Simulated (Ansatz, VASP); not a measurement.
Mo in VASP and in Ansatz

```
CELL_PARAMETERS angstrom
-1.56510 1.56510 1.56510
1.56510 -1.56510 1.56510
1.56510 1.56510 -1.56510
ATOMIC_POSITIONS crystal
Mo 0.00000 0.00000 0.00000
```

Alike in both runs: functional PBE; dispersion D3(BJ); k mesh 18 × 18 × 18; occupations gaussian, width 0.1 eV; no spin polarisation.

Ansatz relaxed the structure, and its values are those at the end. VASP's run is a single point on that final structure, the one shown.

|  | VASP | Ansatz |
| --- | --- | --- |
| version | VASP 6.6.1 | Ansatz 0.2.0 |
| potentials or method | VASP PAW PBE potentials, release 64 (Mo_sv), cutoff 520 eV | scalar-relativistic, plane waves, PAW |
| valence electrons in the cell | 14 | 14 |

|  | VASP | Ansatz | Ansatz less VASP |
| --- | --- | --- | --- |
| gap on the k mesh at the Fermi level (eV) | none | none | - |
| pressure (GPa) | 0.6 | 0.0 | -0.58 |

A gap of «none» marks a metal or a gap that the smearing closes.
